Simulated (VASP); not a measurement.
# CoPdO2 (R-3m) in VASP: single point with PBE+U

Aim: the single point of CoPdO2 with PBE+U.

Everything below comes from runs of VASP 6.6.1. Logs are shortened: lines on timing, memory, paths and dates and some standing lists are left out, and cuts for length are marked.

**1. The cell of the first run**

It takes space group R-3m (No. 166, trigonal). Conventional cell: a = 2.866 Å, b = 2.866 Å, c = 17.833 Å, α = 90.00°, β = 90.00°, γ = 120.00°. Co (site symmetry -3m) has 6 O at 1.92 Å within 2.5 Å. Pd (site symmetry -3m) has 2 O at 2.00 Å within 2.7 Å. Within 2.5 Å of O (site symmetry 3m) lie 3 Co at 1.92 Å and 1 Pd at 2.00 Å.

**2. Single point, PBE+U**

INCAR

```
SYSTEM = CoPdO2
PREC = Accurate
ENCUT = 520
EDIFF = 1E-7
ISMEAR = 0
SIGMA = 0.1
LREAL = .False.
LASPH = .True.
NELM = 150
ALGO = Normal
ISIF = 2
LWAVE = .False.
LCHARG = .False.
LMAXMIX = 4
LDAU = .True.
LDAUTYPE = 2
LDAUL = 2 -1 -1
LDAUU = 3.32 0 0
LDAUJ = 0 0 0
LDAUPRINT = 1
GGA = PE
NBANDS = 58
```

KPOINTS

```
regular mesh
0
Gamma
  12 12 2
  0 0 0
```

POSCAR

```
CoPdO2
1.0
    2.8661705653      0.0000000000      0.0000000000
   -1.4330852827      2.4821765212      0.0000000000
    0.0000000000      0.0000000000     17.8332604661
Co Pd O
3 3 6
Direct
    0.6666666667      0.3333333333      0.8333333333
    0.3333333333      0.6666666667      0.1666666667
    0.0000000000      0.0000000000      0.5000000000
    0.0000000000      0.0000000000      0.0000000000
    0.6666666667      0.3333333333      0.3333333333
    0.3333333333      0.6666666667      0.6666666667
    0.3333333333      0.6666666667      0.7789578370
    0.0000000000      0.0000000000      0.8877088297
    0.0000000000      0.0000000000      0.1122911703
    0.6666666667      0.3333333333      0.2210421630
    0.6666666667      0.3333333333      0.4456245036
    0.3333333333      0.6666666667      0.5543754964
```

Potentials or basis: VASP PAW PBE potentials, release 64 (Co, Pd, O).

Command:

```console
$ cat potpaw_PBE.64/Co/POTCAR potpaw_PBE.64/Pd/POTCAR potpaw_PBE.64/O/POTCAR > POTCAR
$ mpirun -np 1 vasp_std > vasp.out
```

OUTCAR:

```text
SYSTEM = CoPdO2
   PREC = Accurate
   ENCUT = 520
   EDIFF = 1E-7
   ISMEAR = 0
   LREAL = .False.
   LASPH = .True.
   NELM = 150
   ISIF = 2
   GGA = PE

 ion  position               nearest neighbor table
   1  0.667  0.333  0.833-   7 1.92   7 1.92   7 1.92   8 1.92   8 1.92   8 1.92
   2  0.333  0.667  0.167-  10 1.92  10 1.92  10 1.92   9 1.92   9 1.92   9 1.92
   3  0.000  0.000  0.500-  11 1.92  12 1.92  11 1.92  12 1.92  11 1.92  12 1.92
   4  0.000  0.000  0.000-   8 2.00   9 2.00
   5  0.667  0.333  0.333-  10 2.00  11 2.00
   6  0.333  0.667  0.667-   7 2.00  12 2.00
   7  0.333  0.667  0.779-   1 1.92   1 1.92   1 1.92   6 2.00
   8  0.000  0.000  0.888-   1 1.92   1 1.92   1 1.92   4 2.00
   9  0.000  0.000  0.112-   2 1.92   2 1.92   2 1.92   4 2.00
  10  0.667  0.333  0.221-   2 1.92   2 1.92   2 1.92   5 2.00
  11  0.667  0.333  0.446-   3 1.92   3 1.92   3 1.92   5 2.00
  12  0.333  0.667  0.554-   3 1.92   3 1.92   3 1.92   6 2.00

  LATTYP: Found a hexagonal cell.
 ALAT       =     2.8661705653
 C/A-ratio  =     6.2219815813

  Lattice vectors:

 A1 = (   2.8661705653,   0.0000000000,   0.0000000000)
 A2 = (  -1.4330852827,   2.4821765212,   0.0000000000)
 A3 = (   0.0000000000,   0.0000000000,  17.8332604661)

Analysis of symmetry for initial positions (statically):
=====================================================================
 Subroutine PRICEL returns following result:

  LATTYP: Found a trigonal (rhomboedric) cell.
 ALAT       =     6.1704491113
 COS(alpha) =     0.8921201042

  Lattice vectors:

 A1 = (   1.4330852830,  -0.8273921739,  -5.9444201566)
 A2 = (  -1.4330852832,  -0.8273921734,  -5.9444201530)
 A3 = (   0.0000000003,   1.6547843473,  -5.9444201566)

   3 primitive cells build up your supercell.

 Routine SETGRP: Setting up the symmetry group for a
 hexagonal supercell.

 Subroutine GETGRP returns: Found 12 space group operations
 (whereof 12 operations were pure point group operations)
 out of a pool of 24 trial point group operations.

The static configuration has the point symmetry D_3d.

Analysis of symmetry for dynamics (positions and initial velocities):
=====================================================================
 Subroutine PRICEL returns following result:

  LATTYP: Found a trigonal (rhomboedric) cell.
 ALAT       =     6.1704491113
 COS(alpha) =     0.8921201042

  Lattice vectors:

 A1 = (   1.4330852830,  -0.8273921739,  -5.9444201566)
 A2 = (  -1.4330852832,  -0.8273921734,  -5.9444201530)
 A3 = (   0.0000000003,   1.6547843473,  -5.9444201566)

   3 primitive cells build up your supercell.

 Routine SETGRP: Setting up the symmetry group for a
 hexagonal supercell.

 Subroutine GETGRP returns: Found 12 space group operations
 (whereof 12 operations were pure point group operations)
 out of a pool of 24 trial point group operations.

The dynamic configuration has the point symmetry D_3d.

 Subroutine INISYM returns: Found 12 space group operations
 (whereof 12 operations are pure point group operations),
 and found     3 'primitive' translations

----------------------------------------------------------------------------------------

                                     Primitive cell

  volume of cell :      42.2906

  direct lattice vectors                    reciprocal lattice vectors
     1.433085283 -0.827392174 -5.944420157     0.348897589 -0.201436117 -0.056074995
    -1.433085283 -0.827392173 -5.944420153    -0.348897589 -0.201436117 -0.056074995
     0.000000000  1.654784347 -5.944420157     0.000000000  0.402872234 -0.056074995

  length of vectors
     6.170449111  6.170449108  6.170449111     0.406755998  0.406755998  0.406755998

  position of ions in fractional coordinates (direct lattice)
     0.500000000  0.500000000  0.500000000
     0.000000000  0.000000000  0.000000000
     0.887708829  0.887708830  0.887708830
     0.112291170  0.112291170  0.112291170

  ion indices of the primitive-cell ions
   primitive index   ion index
                 1           1
                 2           4
                 3          11
                 4          10

----------------------------------------------------------------------------------------

 KPOINTS: regular mesh

Automatic generation of k-mesh.
 Grid dimensions read from file:
 generate k-points for:   12   12    2

 Generating k-lattice:

  Cartesian coordinates                     Fractional coordinates (reciprocal lattice)
     0.029074799  0.016786343  0.000000000     0.083333333  0.000000000  0.000000000
     0.000000000  0.033572686  0.000000000     0.000000000  0.083333333  0.000000000
     0.000000000  0.000000000  0.028037498     0.000000000  0.000000000  0.500000000

  Length of vectors
     0.033572686  0.033572686  0.028037498

  Shift w.r.t. Gamma in fractional coordinates (k-lattice)
     0.000000000  0.000000000  0.000000000

 Subroutine IBZKPT returns following result:
 ===========================================

 Found     38 irreducible k-points:

 Following reciprocal coordinates:
            Coordinates               Weight
  0.000000  0.000000  0.000000      1.000000
  0.083333  0.000000  0.000000      6.000000
  0.166667  0.000000  0.000000      6.000000
  0.250000  0.000000  0.000000      6.000000
  0.333333 -0.000000  0.000000      6.000000
  0.416667  0.000000  0.000000      6.000000
[... 16 lines left out ...]
  0.250000  0.000000  0.500000      6.000000
  0.333333 -0.000000  0.500000      6.000000
 [... further k-points ...]
   k-points           NKPTS =     38   k-points in BZ     NKDIM =     38   number of bands    NBANDS=     58
   number of dos      NEDOS =    301   number of ions     NIONS =     12
   total plane-waves  NPLWV =  80640
   dimension x,y,z NGX =    24 NGY =   24 NGZ =  140
   dimension x,y,z NGXF=    48 NGYF=   48 NGZF=  280
   ions per type =               3   3   6
   NGX,Y,Z   is equivalent  to a cutoff of  13.92, 13.92, 13.05 a.u.
   NGXF,Y,Z  is equivalent  to a cutoff of  27.84, 27.84, 26.10 a.u.
 SYSTEM =  CoPdO2
   PREC   = accura    normal or accurate (medium, high low for compatibility)
   ISTART =      0    job   : 0-new  1-cont  2-samecut
   ICHARG =      2    charge: 1-file 2-atom 10-const
   ISPIN  =      1    spin polarized calculation?
   LNONCOLLINEAR =      F non collinear calculations
   LSORBIT =      F    spin-orbit coupling
   LASPH  =      T    aspherical Exc in radial PAW
   ENCUT  =  520.0 eV  38.22 Ry    6.18 a.u.   5.33  5.33 33.16*2*pi/ulx,y,z
   NELM   =    150;   NELMIN=  2; NELMDL= -5     # of ELM steps
   EDIFF  = 0.1E-06   stopping-criterion for ELM
   LREAL  =      F    real-space projection
   EDIFFG = 0.1E-05   stopping-criterion for IOM
   NSW    =      0    number of steps for IOM
   IBRION =     -1    ionic relax: 0-MD 1-quasi-New 2-CG
   NFREE  =      0    steps in history (QN), initial steepest desc. (CG)
   ISIF   =      2    stress and relaxation
   ISYM   =      2    0-nonsym 1-usesym 2-fastsym
   POTIM  = 0.5000    time-step for ionic-motion
   TEBEG  =    0.0;   TEEND  =   0.0 temperature during run
   PSTRESS=    0.0 pullay stress
   NELECT =      93.0000    total number of electrons
   NUPDOWN=      -1.0000    fix difference up-down
   EMIN   =  10.00;   EMAX   =-10.00  energy-range for DOS
   EFERMI =   0.00;   METHOD = LEGACY
   ISMEAR =     0;   SIGMA  =   0.10  broadening in eV -4-tet -1-fermi 0-gaus
   EFERMI_NEDOS =   21; number of points for ismear=-14 and -15
   IALGO  =     38    algorithm
   IMIX   =      4    mixing-type and parameters
     AMIX     =   0.40;   BMIX     =  1.00
     AMIX_MAG =   1.60;   BMIX_MAG =  1.00
  volume/ion in A,a.u.               =      10.57        71.35
  Fermi-wavevector in a.u.,A,eV,Ry     =   1.476094  2.789413 29.645099  2.178853
  Thomas-Fermi vector in A             =   2.590663
   LORBIT       =      0    0 simple, 1 ext, 2 COOP (PROOUT), +10 PAW based schemes
 LDA+U is selected, type is set to LDAUTYPE =  2
   angular momentum for each species LDAUL =     2   -1   -1
   U (eV)           for each species LDAUU =   3.3  0.0  0.0
   J (eV)           for each species LDAUJ =   0.0  0.0  0.0
   GGA     = PE    functional components
   LHFCALC =     F    Hartree Fock is set to
   AEXX    =    0.0000 exact exchange contribution
   IVDW    =     0    specifies the selected vdW correction
   LEPSILON=     F    determine dielectric tensor
   LRPA    =     F    only Hartree local field effects (RPA)
 non-spin polarized calculation
 Gauss-broadening in eV      SIGMA  =   0.10
  energy-cutoff  :      520.00
  volume of cell :      126.87
 maximum number of plane-waves:      3462
 NGX is ok and might be reduce to    24
   NGX = 11   NGY = 11   NGZ = 67

atom =   1  type =  1  l = 2

 onsite density matrix

spin component  1

  0.7723  0.0000  0.0000  0.2695 -0.0000
  0.0000  0.5847  0.0000 -0.0000  0.2695
  0.0000  0.0000  0.9663  0.0000  0.0000
  0.2695 -0.0000  0.0000  0.5847 -0.0000
 -0.0000  0.2695  0.0000 -0.0000  0.7723

spin component  2

  0.7723  0.0000  0.0000  0.2695 -0.0000
  0.0000  0.5847  0.0000 -0.0000  0.2695
  0.0000  0.0000  0.9663  0.0000  0.0000
  0.2695 -0.0000  0.0000  0.5847 -0.0000
 -0.0000  0.2695  0.0000 -0.0000  0.7723
[... 67 lines left out ...]
 occupancies and eigenvectors

  o =  0.3931  v =  0.5523 -0.2461 -0.0000 -0.7770  0.1750  0.0000  0.0000  0.0000  0.0000  0.0000      0.0000  0.0000  0.0000  0.0000  0.0000  0.0000  0.0000  0.0000  0.0000  0.0000
  o =  0.3931  v =  0.0000  0.0000  0.0000  0.0000  0.0000  0.5523 -0.2461 -0.0000 -0.7770  0.1750      0.0000  0.0000  0.0000  0.0000  0.0000  0.0000  0.0000  0.0000  0.0000  0.0000
  o =  0.3931  v = -0.1750 -0.7770 -0.0000  0.2461  0.5523  0.0000  0.0000  0.0000  0.0000  0.0000      0.0000  0.0000  0.0000  0.0000  0.0000  0.0000  0.0000  0.0000  0.0000  0.0000
  o =  0.3931  v =  0.0000  0.0000  0.0000  0.0000  0.0000 -0.1750 -0.7770 -0.0000  0.2461  0.5523      0.0000  0.0000  0.0000  0.0000  0.0000  0.0000  0.0000  0.0000  0.0000  0.0000
  o =  0.9638  v =  0.0000  0.0000  0.0000  0.0000  0.0000  0.7770  0.1750 -0.0000  0.5523  0.2461      0.0000  0.0000  0.0000  0.0000  0.0000  0.0000  0.0000  0.0000  0.0000  0.0000
  o =  0.9638  v =  0.7770  0.1750 -0.0000  0.5523  0.2461  0.0000  0.0000  0.0000  0.0000  0.0000      0.0000  0.0000  0.0000  0.0000  0.0000  0.0000  0.0000  0.0000  0.0000  0.0000
  o =  0.9638  v =  0.0000  0.0000  0.0000  0.0000  0.0000 -0.2461  0.5523 -0.0000 -0.1750  0.7770      0.0000  0.0000  0.0000  0.0000  0.0000  0.0000  0.0000  0.0000  0.0000  0.0000
  o =  0.9638  v = -0.2461  0.5523 -0.0000 -0.1750  0.7770  0.0000  0.0000  0.0000  0.0000  0.0000      0.0000  0.0000  0.0000  0.0000  0.0000  0.0000  0.0000  0.0000  0.0000  0.0000
  o =  0.9663  v =  0.0000  0.0000  1.0000  0.0000  0.0000  0.0000  0.0000  0.0000  0.0000  0.0000      0.0000  0.0000  0.0000  0.0000  0.0000  0.0000  0.0000  0.0000  0.0000  0.0000
  o =  0.9663  v =  0.0000  0.0000  0.0000  0.0000  0.0000  0.0000  0.0000  1.0000  0.0000  0.0000      0.0000  0.0000  0.0000  0.0000  0.0000  0.0000  0.0000  0.0000  0.0000  0.0000

 number of electron      93.0000006 magnetization

 Free energy of the ion-electron system (eV)
  ---------------------------------------------------
  ext. energy  EPLUGINS =         0.00000000
  ---------------------------------------------------
  free energy    TOTEN  =       -70.54218507 eV

  energy without entropy =      -70.51803144  energy(sigma->0) =      -70.53010826

 E-fermi :   7.4321     XC(G=0): -12.3007

 val. band max:        7.4282605991   @ k =   0.3333   0.0833   0.0000
 cond. band min:       7.4421180858   @ k =   0.2500   0.1667   0.5000
 fundamental gap:      0.0138574867
 Fermi energy:         7.4321175031

 k-point     1 :       0.0000    0.0000    0.0000
  band No.  band energies     occupation
      1     -13.1856      2.00000
      2     -13.0720      2.00000
      3     -13.0720      2.00000
      4     -11.5580      2.00000
      5     -11.5580      2.00000
      6     -11.3733      2.00000
[... 1453 lines left out ...]
     57      11.5583      0.00000
     58      16.5437      0.00000

 [... further k-points ...]
[... 5 lines left out ...]
  --------------------------------------------------------------------------------------
  -------------------------------------------------------------------------------------
  Total       -1.1147303     -1.1147303     -0.2557955      0.0000000      0.0000000      0.0000000
  in kB      -14.0771564    -14.0771564     -3.2302636      0.0000000      0.0000000      0.0000000
  external PRESSURE =     -10.4615255 kB  Pullay stress =       0.0000000 kB

 VOLUME and BASIS-vectors are now :
 -----------------------------------------------------------------------------
  energy-cutoff  :      520.00
  volume of cell :      126.87
      direct lattice vectors                 reciprocal lattice vectors
     2.866170565  0.000000000  0.000000000     0.348897589  0.201436117  0.000000000
    -1.433085283  2.482176521  0.000000000     0.000000000  0.402872234  0.000000000
     0.000000000  0.000000000 17.833260466     0.000000000  0.000000000  0.056074995

 POSITION                                       TOTAL-FORCE (eV/Angst)
 -----------------------------------------------------------------------------------
      1.43309      0.82739     14.86105         0.000000     -0.000000      0.000000
     -0.00000      1.65478      2.97221        -0.000000     -0.000000      0.000000
      0.00000      0.00000      8.91663         0.000000     -0.000000      0.000000
      0.00000      0.00000      0.00000         0.000000     -0.000000      0.000000
      1.43309      0.82739      5.94442         0.000000     -0.000000      0.000000
     -0.00000      1.65478     11.88884         0.000000     -0.000000      0.000000
     -0.00000      1.65478     13.89136         0.000000      0.000000      0.084421
      0.00000      0.00000     15.83074        -0.000000      0.000000     -0.084421
      0.00000      0.00000      2.00252         0.000000      0.000000      0.084421
      1.43309      0.82739      3.94190        -0.000000      0.000000     -0.084421
      1.43309      0.82739      7.94694         0.000000      0.000000      0.084421
     -0.00000      1.65478      9.88632        -0.000000     -0.000000     -0.084421
 -----------------------------------------------------------------------------------
    total drift:                                0.000000      0.000000      0.000000

  FREE ENERGIE OF THE ION-ELECTRON SYSTEM (eV)
  ---------------------------------------------------
  free  energy   TOTEN  =       -70.5421850686 eV

  energy  without entropy=      -70.5180314421  energy(sigma->0) =      -70.53010826
```

It took 9.1 min on 1 thread of Intel Xeon Platinum 8375C at 2.90GHz (Ice Lake), shared host; peak memory 0.41 GiB.

Results:

* Free energy: -70.5422 eV
* Pressure: -1.0 GPa
* Largest force: 0.084 eV/Å

Forces in eV/Å, atoms in the order of the input:
```
Co   0.000  0.000  0.000
Co   0.000  0.000  0.000
Co   0.000  0.000  0.000
Pd   0.000  0.000  0.000
Pd   0.000  0.000  0.000
Pd   0.000  0.000  0.000
O    0.000  0.000  0.084
O    0.000  0.000 -0.084
O    0.000  0.000  0.084
O    0.000  0.000 -0.084
O    0.000  0.000  0.084
O    0.000  0.000 -0.084
```

Eigenvalues of the final occupation matrices:
| site | spin | trace | eigenvalues |
| --- | --- | --- | --- |
| site 1 d | 1 | 3.68 | 0.39 0.39 0.96 0.96 0.97 |
| site 1 d | 2 | 3.68 | 0.39 0.39 0.96 0.96 0.97 |
| site 2 d | 1 | 3.68 | 0.39 0.39 0.96 0.96 0.97 |
| site 2 d | 2 | 3.68 | 0.39 0.39 0.96 0.96 0.97 |
| site 3 d | 1 | 3.68 | 0.39 0.39 0.96 0.96 0.97 |
| site 3 d | 2 | 3.68 | 0.39 0.39 0.96 0.96 0.97 |

Caveat: an odd number of electrons without spin polarisation forces a metal; a magnetic or distorted state may lie lower; the run has no spin polarisation, though such a crystal can be magnetic; U without spin polarisation on a metal has little footing. Spin polarisation is off, so any magnetic state and its effect on volume and gap are missing.
